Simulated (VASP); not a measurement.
# Sc3NbO2 (P6/mmm) in VASP: notebook

Runs on Sc3NbO2. Level: PBE. Tasks: single point.

Everything below comes from runs of VASP 6.6.1. Logs are shortened: lines on timing, memory, paths and dates and some standing lists are left out, and cuts for length are marked.

## (1) The cell of the first run

Symmetry: P6/mmm, No. 191, hexagonal system. Conventional cell: a = 4.072 Å, b = 4.072 Å, c = 6.925 Å, α = 90.00°, β = 90.00°, γ = 120.00°. Sc (site symmetry -6m2) has 6 Sc at 2.35 Å and 6 O at 3.03 Å within 3.1 Å. Sc (site symmetry 6/mmm) has 2 O at 1.92 Å and 6 Sc at 2.35 Å within 2.5 Å. Nb (site symmetry 6/mmm) has 2 O at 1.55 Å within 2.1 Å. O (site symmetry 6mm) has 1 Nb at 1.55 Å and 1 Sc at 1.92 Å within 2.1 Å.

## (2) Single point, PBE

The input, INCAR:

```
ALGO = Normal
EDIFF = 1E-6
ENCUT = 520
GGA = PE
ISIF = 2
ISMEAR = 0
LASPH = T
LCHARG = F
LREAL = F
LWAVE = F
NBANDS = 38
NELM = 100
PREC = Accurate
SIGMA = 0.1
```

The input, KPOINTS:

```
k-points
0
Gamma
  6 6 4
```

The input, POSCAR:

```
Sc3NbO2
1.0
    4.0722716900      0.0000000000      0.0000000000
   -2.0361358400      3.5266907300      0.0000000000
    0.0000000000      0.0000000000      6.9252267900
Sc Nb O
3 1 2
Direct
    0.3333333300      0.6666666700      0.0000000000
    0.6666666700      0.3333333300      0.0000000000
    0.0000000000      0.0000000000      0.0000000000
    0.0000000000      0.0000000000      0.5000000000
    0.0000000000      0.0000000000      0.2767664700
    0.0000000000      0.0000000000      0.7232335300
```

Potentials or basis: VASP PAW PBE potentials, release 64 (Sc_sv, Nb_sv, O).

Command:

```console
> cat potpaw_PBE.64/Sc_sv/POTCAR potpaw_PBE.64/Nb_sv/POTCAR potpaw_PBE.64/O/POTCAR > POTCAR
> mpirun -np 1 vasp_std > vasp.out
```

OUTCAR:

```text
EDIFF = 1E-6
   ENCUT = 520
   GGA = PE
   ISIF = 2
   ISMEAR = 0
   LASPH = T
   LREAL = F
   NELM = 100
   PREC = Accurate

 ion  position               nearest neighbor table
   1  0.333  0.667  0.000-   2 2.35   3 2.35   2 2.35   3 2.35   3 2.35   2 2.35
   2  0.667  0.333  0.000-   1 2.35   3 2.35   1 2.35   3 2.35   3 2.35   1 2.35
   3  0.000  0.000  0.000-   5 1.92   6 1.92   1 2.35   2 2.35   1 2.35   2 2.35   2 2.35   1 2.35

   4  0.000  0.000  0.500-   5 1.55   6 1.55
   5  0.000  0.000  0.277-   4 1.55   3 1.92
   6  0.000  0.000  0.723-   4 1.55   3 1.92

  LATTYP: Found a hexagonal cell.
 ALAT       =     4.0722716900
 C/A-ratio  =     1.7005807365

  Lattice vectors:

 A1 = (   4.0722716900,   0.0000000000,   0.0000000000)
 A2 = (  -2.0361358400,   3.5266907300,   0.0000000000)
 A3 = (   0.0000000000,   0.0000000000,   6.9252267900)

Analysis of symmetry for initial positions (statically):
=====================================================================
 Subroutine PRICEL returns:
 Original cell was already a primitive cell.

 Routine SETGRP: Setting up the symmetry group for a
 hexagonal supercell.

 Subroutine GETGRP returns: Found 24 space group operations
 (whereof 24 operations were pure point group operations)
 out of a pool of 24 trial point group operations.

The static configuration has the point symmetry D_6h.

Analysis of symmetry for dynamics (positions and initial velocities):
=====================================================================
 Subroutine PRICEL returns:
 Original cell was already a primitive cell.

 Routine SETGRP: Setting up the symmetry group for a
 hexagonal supercell.

 Subroutine GETGRP returns: Found 24 space group operations
 (whereof 24 operations were pure point group operations)
 out of a pool of 24 trial point group operations.

The dynamic configuration has the point symmetry D_6h.

 Subroutine INISYM returns: Found 24 space group operations
 (whereof 24 operations are pure point group operations),
 and found     1 'primitive' translations

----------------------------------------------------------------------------------------

                                     Primitive cell

  volume of cell :      99.4576

  direct lattice vectors                    reciprocal lattice vectors
     4.072271690  0.000000000  0.000000000     0.245563183  0.141775970  0.000000000
    -2.036135840  3.526690730  0.000000000     0.000000000  0.283551940  0.000000000
     0.000000000  0.000000000  6.925226790     0.000000000  0.000000000  0.144399603

  length of vectors
     4.072271690  4.072271683  6.925226790     0.283551940  0.283551940  0.144399603

  position of ions in fractional coordinates (direct lattice)
     0.333333330  0.666666670  0.000000000
     0.666666670  0.333333330  0.000000000
     0.000000000  0.000000000  0.000000000
     0.000000000  0.000000000  0.500000000
     0.000000000  0.000000000  0.276766470
     0.000000000  0.000000000  0.723233530

  ion indices of the primitive-cell ions
   primitive index   ion index
                 1           1
                 2           2
                 3           3
                 4           4
                 5           5
                 6           6

----------------------------------------------------------------------------------------

 KPOINTS: k-points

Automatic generation of k-mesh.
 Grid dimensions read from file:
 generate k-points for:    6    6    4

 Generating k-lattice:

  Cartesian coordinates                     Fractional coordinates (reciprocal lattice)
     0.040927197  0.023629328  0.000000000     0.166666667  0.000000000  0.000000000
     0.000000000  0.047258657  0.000000000     0.000000000  0.166666667  0.000000000
     0.000000000  0.000000000  0.036099901     0.000000000  0.000000000  0.250000000

  Length of vectors
     0.047258657  0.047258657  0.036099901

  Shift w.r.t. Gamma in fractional coordinates (k-lattice)
     0.000000000  0.000000000  0.000000000

 Subroutine IBZKPT returns following result:
 ===========================================

 Found     21 irreducible k-points:

 Following reciprocal coordinates:
            Coordinates               Weight
  0.000000  0.000000  0.000000      1.000000
  0.166667  0.000000  0.000000      6.000000
  0.333333  0.000000  0.000000      6.000000
  0.500000  0.000000  0.000000      3.000000
  0.166667  0.166667  0.000000      6.000000
  0.333333  0.166667  0.000000     12.000000
[... 13 lines left out ...]
  0.333333  0.166667  0.500000     12.000000
  0.333333  0.333333  0.500000      2.000000
   k-points           NKPTS =     21   k-points in BZ     NKDIM =     21   number of bands    NBANDS=     38
   number of dos      NEDOS =    301   number of ions     NIONS =      6
   total plane-waves  NPLWV =  48600
   dimension x,y,z NGX =    30 NGY =   30 NGZ =   54
   dimension x,y,z NGXF=    60 NGYF=   60 NGZF=  108
   ions per type =               3   1   2
   NGX,Y,Z   is equivalent  to a cutoff of  12.25, 12.25, 12.96 a.u.
   NGXF,Y,Z  is equivalent  to a cutoff of  24.49, 24.49, 25.93 a.u.
 SYSTEM =  unknown system
   PREC   = accura    normal or accurate (medium, high low for compatibility)
   ISTART =      0    job   : 0-new  1-cont  2-samecut
   ICHARG =      2    charge: 1-file 2-atom 10-const
   ISPIN  =      1    spin polarized calculation?
   LNONCOLLINEAR =      F non collinear calculations
   LSORBIT =      F    spin-orbit coupling
   LASPH  =      T    aspherical Exc in radial PAW
   ENCUT  =  520.0 eV  38.22 Ry    6.18 a.u.   7.57  7.57 12.88*2*pi/ulx,y,z
   NELM   =    100;   NELMIN=  2; NELMDL= -5     # of ELM steps
   EDIFF  = 0.1E-05   stopping-criterion for ELM
   LREAL  =      F    real-space projection
[... 7 lines left out ...]
   TEBEG  =    0.0;   TEEND  =   0.0 temperature during run
   PSTRESS=    0.0 pullay stress
   NELECT =      58.0000    total number of electrons
   NUPDOWN=      -1.0000    fix difference up-down
   EMIN   =  10.00;   EMAX   =-10.00  energy-range for DOS
   EFERMI =   0.00;   METHOD = LEGACY
   ISMEAR =     0;   SIGMA  =   0.10  broadening in eV -4-tet -1-fermi 0-gaus
   EFERMI_NEDOS =   21; number of points for ismear=-14 and -15
   IALGO  =     38    algorithm
   IMIX   =      4    mixing-type and parameters
     AMIX     =   0.40;   BMIX     =  1.00
     AMIX_MAG =   1.60;   BMIX_MAG =  1.00
  volume/ion in A,a.u.               =      16.58       111.86
  Fermi-wavevector in a.u.,A,eV,Ry     =   1.367744  2.584661 25.452737  1.870723
  Thomas-Fermi vector in A             =   2.493769
   LORBIT       =      0    0 simple, 1 ext, 2 COOP (PROOUT), +10 PAW based schemes
   GGA     = PE    functional components
   LHFCALC =     F    Hartree Fock is set to
   AEXX    =    0.0000 exact exchange contribution
   IVDW    =     0    specifies the selected vdW correction
   LEPSILON=     F    determine dielectric tensor
   LRPA    =     F    only Hartree local field effects (RPA)
 non-spin polarized calculation
 Gauss-broadening in eV      SIGMA  =   0.10
  energy-cutoff  :      520.00
  volume of cell :       99.46
 maximum number of plane-waves:      2702
   NGX = 15   NGY = 15   NGZ = 25

 number of electron      58.0000014 magnetization

 Free energy of the ion-electron system (eV)
  ---------------------------------------------------
  ext. energy  EPLUGINS =         0.00000000
  ---------------------------------------------------
  free energy    TOTEN  =       -25.90894642 eV

  energy without entropy =      -25.88573906  energy(sigma->0) =      -25.89734274

 E-fermi :   5.6080     XC(G=0): -10.2335

 val. band max:        5.5856151454   @ k =   0.0000   0.0000   0.2500
 cond. band min:       5.6650188711   @ k =   0.3333   0.1667   0.2500
 fundamental gap:      0.0794037257
 Fermi energy:         5.6079855311

 k-point     1 :       0.0000    0.0000    0.0000
  band No.  band energies     occupation
      1     -49.8957      2.00000
      2     -43.5666      2.00000
      3     -42.2137      2.00000
      4     -41.7828      2.00000
      5     -29.0665      2.00000
      6     -25.6414      2.00000
[... 30 lines left out ...]
     37       7.9981      0.00000
     38       7.9983      0.00000

 k-point     2 :       0.1667    0.0000    0.0000
  band No.  band energies     occupation
      1     -49.8953      2.00000
      2     -43.4647      2.00000
      3     -42.2791      2.00000
      4     -41.8440      2.00000
      5     -29.0656      2.00000
      6     -25.6494      2.00000
[... 30 lines left out ...]
     37       7.6916      0.00000
     38       8.6175      0.00000

 k-point     3 :       0.3333    0.0000    0.0000
  band No.  band energies     occupation
      1     -49.8945      2.00000
      2     -43.1923      2.00000
      3     -42.4664      2.00000
      4     -41.9794      2.00000
      5     -29.0637      2.00000
      6     -25.6653      2.00000
[... 30 lines left out ...]
     37       8.9160      0.00000
     38       8.9446      0.00000

 k-point     4 :       0.5000    0.0000    0.0000
  band No.  band energies     occupation
      1     -49.8941      2.00000
      2     -42.9219      2.00000
      3     -42.6922      2.00000
      4     -42.0496      2.00000
      5     -29.0627      2.00000
      6     -25.6733      2.00000
[... 30 lines left out ...]
     37       8.7624      0.00000
     38       8.8914      0.00000
[... 580 lines left out ...]
      4     -41.9527      2.00000
      5     -29.0571      2.00000
      6     -25.6599      2.00000
[... 30 lines left out ...]
     37       9.2410      0.00000
     38       9.5217      0.00000

 k-point    20 :       0.3333    0.1667    0.5000
  band No.  band energies     occupation
      1     -49.8941      2.00000
      2     -42.9761      2.00000
      3     -42.6018      2.00000
      4     -42.0868      2.00000
      5     -29.0557      2.00000
      6     -25.6693      2.00000
[... 30 lines left out ...]
     37       9.1453      0.00000
     38       9.4382      0.00000

 k-point    21 :       0.3333    0.3333    0.5000
  band No.  band energies     occupation
      1     -49.8939      2.00000
      2     -42.7498      2.00000
      3     -42.7498      2.00000
      4     -42.1793      2.00000
      5     -29.0553      2.00000
      6     -25.6640      2.00000
[... 30 lines left out ...]
     37       9.7794      0.00000
     38       9.7832      0.00000

------------------------ aborting loop because EDIFF is reached ----------------------------------------

  FORCE on cell =-STRESS in cart. coord.  units (eV):
  Direction    XX          YY          ZZ          XY          YZ          ZX
  --------------------------------------------------------------------------------------
  -------------------------------------------------------------------------------------
  Total       22.3100473     22.3100473     93.6032556      0.0000000     -0.0000000      0.0000000
  in kB      359.3957623    359.3957614   1507.8683124      0.0000005     -0.0000000      0.0000000
  external PRESSURE =     742.2199454 kB  Pullay stress =       0.0000000 kB

 VOLUME and BASIS-vectors are now :
 -----------------------------------------------------------------------------
  energy-cutoff  :      520.00
  volume of cell :       99.46
      direct lattice vectors                 reciprocal lattice vectors
     4.072271690  0.000000000  0.000000000     0.245563183  0.141775970  0.000000000
    -2.036135840  3.526690730  0.000000000     0.000000000  0.283551940  0.000000000
     0.000000000  0.000000000  6.925226790     0.000000000  0.000000000  0.144399603

 POSITION                                       TOTAL-FORCE (eV/Angst)
 -----------------------------------------------------------------------------------
     -0.00000      2.35113      0.00000        -0.000000     -0.000000     -0.000000
      2.03614      1.17556      0.00000         0.000000      0.000000     -0.000000
      0.00000      0.00000      0.00000        -0.000000      0.000000     -0.000000
      0.00000      0.00000      3.46261        -0.000000      0.000000     -0.000000
      0.00000      0.00000      1.91667        -0.000000      0.000000    -22.104724
      0.00000      0.00000      5.00856        -0.000000      0.000000     22.104724
 -----------------------------------------------------------------------------------
    total drift:                               -0.000000      0.000000     -0.000000

  FREE ENERGIE OF THE ION-ELECTRON SYSTEM (eV)
  ---------------------------------------------------
  free  energy   TOTEN  =       -25.9089464192 eV

  energy  without entropy=      -25.8857390624  energy(sigma->0) =      -25.89734274
```

It took 80 s on 1 thread of Intel Xeon Platinum 8375C at 2.90GHz (Ice Lake), shared host; peak memory 0.25 GiB.

Results:

- Free energy: -25.9089 eV
- Pressure: 74.2 GPa
- Largest force: 22.105 eV/Å
- Band gap on the k mesh: zero (band 29 reaches 6.06 eV, above the bottom of band 30 at 5.16 eV)

Forces on the atoms (eV/Å):
```
Sc    0.000   0.000   0.000
Sc    0.000   0.000   0.000
Sc    0.000   0.000   0.000
Nb    0.000   0.000   0.000
O     0.000   0.000 -22.105
O     0.000   0.000  22.105
```

Stress tensor (GPa, compression positive):
```
 35.94   0.00   0.00
  0.00  35.94   0.00
  0.00   0.00 150.79
```

Caveat: forces of over 1 eV/Å act on the atoms, so gaps and moduli don't describe the material at rest.

## (3) Single point, PBE

This run uses another cell than the first one, of 33.28 Å³/atom, 2.008 times its volume.

The input, INCAR:

```
SYSTEM = Sc3NbO2
ALGO = Normal ; EDIFF = 1E-6
ENCUT = 520 ; GGA = PE
ISIF = 2 ; ISMEAR = 0
LASPH = .TRUE. ; LCHARG = .FALSE.
LREAL = .FALSE. ; LWAVE = .FALSE.
NBANDS = 38 ; NELM = 80
PREC = Accurate ; SIGMA = 0.1
```

The input, KPOINTS:

```
k-points
0
G
  6 6 4
  0 0 0
```

The input, POSCAR:

```
Sc3NbO2
1.0
    5.4664585958     -0.0000000039      0.0000000000
   -2.7332292945      4.7340920146      0.0000000000
    0.0000000000      0.0000000000      7.7160618894
Sc Nb O
3 1 2
Direct
    0.3333333333      0.6666666667      0.0000000000
    0.6666666667      0.3333333333      0.0000000000
    0.0000000000      0.0000000000      0.0000000000
    0.0000000000      0.0000000000      0.5000000000
    0.0000000000      0.0000000000      0.2557620965
    0.0000000000      0.0000000000      0.7442379035
```

Potentials or basis: VASP PAW PBE potentials, release 64 (Sc_sv, Nb_sv, O).

Command:

```console
> cat potpaw_PBE.64/Sc_sv/POTCAR potpaw_PBE.64/Nb_sv/POTCAR potpaw_PBE.64/O/POTCAR > POTCAR
> mpirun -np 1 vasp_std > vasp.out
```

OUTCAR:

```text
SYSTEM = Sc3NbO2
   EDIFF = 1E-6
   ENCUT = 520
   GGA = PE
   ISIF = 2
   ISMEAR = 0
   LASPH = .TRUE.
   LREAL = .FALSE.
   NELM = 80
   PREC = Accurate

 ion  position               nearest neighbor table
   1  0.333  0.667  0.000-   2 3.16   3 3.16   2 3.16   3 3.16   3 3.16   2 3.16
   2  0.667  0.333  0.000-   1 3.16   3 3.16   1 3.16   3 3.16   3 3.16   1 3.16
   3  0.000  0.000  0.000-   5 1.97   6 1.97   1 3.16   2 3.16   1 3.16   2 3.16   2 3.16   1 3.16

   4  0.000  0.000  0.500-   5 1.88   6 1.88
   5  0.000  0.000  0.256-   4 1.88   3 1.97
   6  0.000  0.000  0.744-   4 1.88   3 1.97

[... 1062 lines left out ...]
  -------------------------------------------------------------------------------------
  Total        0.1718197      0.1718197      0.3237549      0.0000000     -0.0000000      0.0000000
  in kB        1.3786216      1.3786216      2.5976970      0.0000000     -0.0000000      0.0000000
  external PRESSURE =       1.7849801 kB  Pullay stress =       0.0000000 kB

 VOLUME and BASIS-vectors are now :
 -----------------------------------------------------------------------------
  energy-cutoff  :      520.00
  volume of cell :      199.68
      direct lattice vectors                 reciprocal lattice vectors
     5.466458596 -0.000000004  0.000000000     0.182933792  0.105616874  0.000000000
    -2.733229295  4.734092015  0.000000000     0.000000000  0.211233748  0.000000000
     0.000000000  0.000000000  7.716061889     0.000000000  0.000000000  0.129599790

 POSITION                                       TOTAL-FORCE (eV/Angst)
 -----------------------------------------------------------------------------------
      0.00000      3.15606      0.00000        -0.000000     -0.000000      0.000000
      2.73323      1.57803      0.00000         0.000000      0.000000      0.000000
      0.00000      0.00000      0.00000        -0.000000      0.000000      0.000000
      0.00000      0.00000      3.85803        -0.000000      0.000000      0.000000
      0.00000      0.00000      1.97348         0.000000     -0.000000      0.104354
      0.00000      0.00000      5.74259         0.000000      0.000000     -0.104354
 -----------------------------------------------------------------------------------
    total drift:                               -0.000000      0.000000      0.000000

  FREE ENERGIE OF THE ION-ELECTRON SYSTEM (eV)
  ---------------------------------------------------
  free  energy   TOTEN  =       -39.3828124684 eV

  energy  without entropy=      -39.3036163347  energy(sigma->0) =      -39.34321440
```

OSZICAR:

```text
N       E                     dE             d eps       ncg     rms          rms(c)
DAV:   1     0.101447819367E+04    0.10145E+04   -0.25648E+04  1660   0.144E+03
DAV:   2     0.101053284385E+03   -0.91342E+03   -0.89883E+03  2108   0.578E+02
DAV:   3    -0.348312127050E+02   -0.13588E+03   -0.13213E+03  2812   0.227E+02
[... 10 lines left out ...]
DAV:  14    -0.393828037700E+02    0.59210E-05   -0.16108E-03  2608   0.235E-01    0.662E-02
DAV:  15    -0.393828014472E+02    0.23229E-05   -0.63579E-04  2888   0.101E-01    0.372E-02
DAV:  16    -0.393828333599E+02   -0.31913E-04   -0.69151E-05  2320   0.416E-02    0.525E-02
DAV:  17    -0.393828151061E+02    0.18254E-04   -0.21323E-04  2344   0.328E-02    0.207E-02
DAV:  18    -0.393828121864E+02    0.29197E-05   -0.13293E-05  2016   0.157E-02    0.343E-03
DAV:  19    -0.393828124684E+02   -0.28200E-06   -0.71115E-07  1456   0.664E-03
   1 F= -.39382812E+02 E0= -.39343214E+02  d E =-.791961E-01
```

Run time: 3.1 min. Hardware: 1 thread of Intel Xeon Platinum 8375C at 2.90GHz (Ice Lake), shared host; peak memory 0.4 GiB.

What came out:

```yaml
Free_energy: -39.3828 eV
Pressure: 0.2 GPa
Largest_force: 0.104 eV/Å
Band_gap_on_the_k_mesh: zero (band 29 reaches 1.73 eV, above the bottom of band 30 at 1.48 eV)
```

Forces in eV/Å, atoms in the order of the input:
```
Sc   0.000  0.000  0.000
Sc   0.000  0.000  0.000
Sc   0.000  0.000  0.000
Nb   0.000  0.000  0.000
O    0.000  0.000  0.104
O    0.000  0.000 -0.104
```
